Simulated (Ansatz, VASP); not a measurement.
# One calculation of Al, two programs

Contents of INCAR:

```
ALGO = Normal
EDIFF = 1E-6
ENCUT = 500
GGA = PE
GGA_COMPAT = F
ISIF = 2
ISMEAR = -1
LASPH = T
LCHARG = T
LELF = T
LREAL = F
LVHAR = T
LWAVE = F
NBANDS = 8
NELM = 120
PREC = Accurate
SIGMA = 0.05
```

File KPOINTS:

```
k-points
0
Gamma
  15 15 15
```

Contents of POSCAR:

```
Al
1.0
    2.7215709975      0.0000000000      0.0000000000
    0.0000000000      2.7215709975      0.0000000000
    0.0000000000      0.0000000000      2.7215709975
Al
1
Direct
    0.0000000000      0.0000000000      0.0000000000
```

Input for Ansatz:

```yaml
crystal:
  lattice:
    - [2.7215709975, 0.0, 0.0]
    - [0.0, 2.7215709975, 0.0]
    - [0.0, 0.0, 2.7215709975]
  atoms:
    - { symbol: Al, position: [0.0, 0.0, 0.0] }
kpoints:
  mp_grid: { grid: [15, 15, 15] }
  band_path:
    path:
      - [0.0, 0.0, 0.0]
      - [0.0, 0.5, 0.0]
      - [0.5, 0.5, 0.0]
      - [0.0, 0.0, 0.0]
      - [0.5, 0.5, 0.5]
      - [0.0, 0.5, 0.0]
      - [0.5, 0.5, 0.5]
      - [0.5, 0.5, 0.0]
    npoints: 5
scf:
  occupations: { method: fermi_dirac, width: 0.05 }
hamiltonian:
  xc: pbe
  pseudopotentials:
    kind: all_electron
    lapw: { basis_error: 0.0005 }
    relativity: none
output:
  forces: true
  stress: true
  eigenvalues: true
```

Alike in both runs: task single point; functional PBE; k mesh 15 × 15 × 15; occupations fermi-dirac, width 0.05 eV; no spin polarisation.

|  | VASP | Ansatz |
| --- | --- | --- |
| version | VASP 6.6.1 | Ansatz 0.2.0 |
| potentials or method | VASP PAW PBE potentials, release 64 (Al), cutoff 500 eV | all-electron LAPW, non-relativistic |

|  | VASP | Ansatz | Ansatz less VASP |
| --- | --- | --- | --- |
| pressure (GPa) | 0.0 | 0.0 | 0.00 |

Ansatz ran all-electron here, and VASP with PAW potentials.
